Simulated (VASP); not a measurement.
Here is a VASP 6.6.1 calculation.

Contents of POSCAR:

```
BN
1.0
    2.5005826212      0.0000000000      0.0000000000
   -1.2502913106      2.1655680743      0.0000000000
    0.0000000000      0.0000000000      6.5236378854
B N
2 2
Direct
    0.3333333333      0.6666666667      0.2500000000
    0.6666666667      0.3333333333      0.7500000000
    0.3333333333      0.6666666667      0.7500000000
    0.6666666667      0.3333333333      0.2500000000
```

INCAR.step1

```
ALGO = Normal ; EDIFF = 1E-8
ENCUT = 500 ; GGA = PE
ISMEAR = 0 ; LASPH = True
LCHARG = False ; LREAL = False
LWAVE = True ; NELM = 80
PREC = Accurate ; SIGMA = 0.01
```

Contents of INCAR.step2:

```
ALGO = Exact ; EDIFF = 1E-8
ENCUT = 500 ; GGA = PE
ISMEAR = 0 ; ISTART = 1
LASPH = True ; LCHARG = False
LOPTICS = True ; LREAL = False
LWAVE = True ; NBANDS = 140
NELM = 1 ; PREC = Accurate
SIGMA = 0.01
```

INCAR.step3

```
ALGO = EVGW0 ; EDIFF = 1E-8
ENCUT = 500 ; ENCUTGW = 140.0
GGA = PE ; ISMEAR = 0
ISTART = 1 ; LASPH = True
LCHARG = False ; LREAL = False
LWAVE = False ; NBANDS = 140
NBANDSGW = 16 ; NELMGW = 1
NOMEGA = 96 ; OMEGAMAX = 20
PREC = Accurate ; PRECFOCK = Fast
SIGMA = 0.01
```

File KPOINTS:

```
k-points
0
Gamma
  6 6 2
```

Potentials or basis: VASP PAW PBE potentials, release 64 (B_GW, N_GW).

Command:

```sh
$ cat potpaw_PBE.64/B_GW/POTCAR potpaw_PBE.64/N_GW/POTCAR > POTCAR
$ cp INCAR.step1 INCAR
$ mpirun -np 1 vasp_std > vasp.out
$ cp INCAR.step2 INCAR
$ mpirun -np 1 vasp_std > vasp.out
$ cp INCAR.step3 INCAR
$ mpirun -np 1 vasp_std > vasp.out
```

What does it give for the quasiparticle gap?

5.74 eV.

What does it give for the least direct quasiparticle gap?

6.18 eV.

What does it give for the least direct gap of the starting levels on the mesh?

4.66 eV.

Estimate the band gap of the starting levels on the mesh.

4.27 eV.

Caveat: the k points lie up to 0.48 Å⁻¹ apart; bands, screening cutoff and mesh are small and nothing is extrapolated, so the quasiparticle values aren't converged.
